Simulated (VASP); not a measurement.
Wanted: the native input for a VASP 6.6.1 run.

```
Task                   : single point
Functional             : PBE
Potentials or basis    : VASP PAW PBE potentials, release 64 (Al)
Cutoff                 : 520 eV
k mesh                 : 18 × 18 × 2
Occupations            : gaussian, width 0.1 eV
Spin                   : no spin polarisation
Dipole correction      : no
Further INCAR settings : ALGO = Fast; EDIFF = 1e-06; NBANDS = 30
```

The structure of Al lies in POSCAR:

```
Al
1.0
    2.8562264948      0.0000000000      0.0000000000
   -1.4281132474      2.4735647035      0.0000000000
    0.0000000000      0.0000000000     28.0449565798
Al
12
Direct
    0.0000000000      0.0000000000     -0.0000674249
    0.3333333333      0.6666666667      0.0829914858
    0.6666666667      0.3333333333      0.1660742654
    0.0000000000      0.0000000000      0.2489554562
    0.3333333333      0.6666666667      0.3329695537
    0.0000000000      0.0000000000      0.4169146209
    0.6666666667      0.3333333333      0.4997520458
    0.3333333333      0.6666666667      0.5836971130
    0.6666666667      0.3333333333      0.6677112105
    0.0000000000      0.0000000000      0.7505924013
    0.3333333333      0.6666666667      0.8336751808
    0.6666666667      0.3333333333      0.9167340915
```

One way to write it, as run:

INCAR

```
SYSTEM = Al
ALGO     = Fast           ! electronic algorithm
EDIFF    = 1E-6           ! SCF threshold, eV
ENCUT    = 520            ! plane-wave cutoff, eV
GGA      = PE             ! functional
ISIF     = 2              ! what is computed and relaxed
ISMEAR   = 0              ! smearing method
LASPH    = .TRUE.         ! aspherical terms in the spheres
LCHARG   = .TRUE.         ! write CHGCAR
LELF     = .TRUE.         ! ELF
LREAL    = .FALSE.        ! projectors in reciprocal space
LVHAR    = .TRUE.       
LWAVE    = .FALSE.        ! write WAVECAR
NBANDS   = 30             ! bands
NELM     = 80             ! most SCF steps
PREC     = Accurate       ! precision mode
SIGMA    = 0.1            ! smearing width, eV
```

KPOINTS

```
k-points
0
G
  18 18 2
  0 0 0
```

Potentials or basis: VASP PAW PBE potentials, release 64 (Al).

Run with:

```console
$ cat potpaw_PBE.64/Al/POTCAR > POTCAR
$ mpirun -np 1 vasp_std > vasp.out
```

It gave:

- Pressure: 0.0 GPa
- Band gap on the k mesh: zero (bands 18 and 19 overlap by 5.70 eV)

Run time: 13 min on 1 thread of AMD EPYC 7R43 64-Core Processor (Zen 3), on a shared host, peak memory 0.47 GiB.
